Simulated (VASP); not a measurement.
Wanted: the native input for a VASP 6.6.1 run.

```yaml
Task: electric field gradients
Functional: LDA
Potentials_or_basis: VASP PAW LDA potentials, release 64 (Ti_sv)
Cutoff: 520 eV
k_mesh: 14 × 14 × 14
Occupations: fermi-dirac, width 0.05 eV
Spin: no spin polarisation
Dipole_correction: no
Further_INCAR_settings: ALGO = Normal; EDIFF = 1e-08; NBANDS = 12
```

The structure of Ti lies in POSCAR:

```
Ti
1.0
    0.0000000000      2.0300000000      2.0706000000
    2.0300000000      0.0000000000      2.0706000000
    2.0300000000      2.0300000000      0.0000000000
Ti
1
Direct
    0.0000000000      0.0000000000      0.0000000000
```

This cell differs from its parent crystal: zz strain of +2 %.

These files were run (other wordings do the same):

INCAR

```
SYSTEM = Ti
PREC = Accurate
ENCUT = 520
EDIFF = 1E-8
ISMEAR = -1
SIGMA = 0.05
LREAL = .False.
LASPH = .True.
NELM = 80
ALGO = Normal
ISIF = 2
LWAVE = .False.
LCHARG = .False.
LEFG = .True.
NBANDS = 12
```

KPOINTS

```
Automatic mesh
0
Gamma
  14 14 14
  0 0 0
```

Potentials or basis: VASP PAW LDA potentials, release 64 (Ti_sv).

The run is started by

```bash
$ cat potpaw_LDA.64/Ti_sv/POTCAR > POTCAR
$ mpirun -np 1 vasp_std > vasp.out
```

It gave:

The pressure is -7.0 GPa and the band gap on the k mesh is zero (bands 6 and 7 overlap by 1.21 eV). The largest electric field gradient by atom is Ti -2.4 V/Å².

Caveat: the cell differs from its parent crystal (zz strain of +2 %); the cell stands under tension; without QUAD_EFG the Cq values of the log hold for a quadrupole moment of 1 mb, not for the nuclei.

It took 50 s on 1 thread of Intel(R) Xeon(R) Platinum 8375C CPU @ 2.90GHz (Ice Lake), with other jobs on the host, peak memory 0.16 GiB.
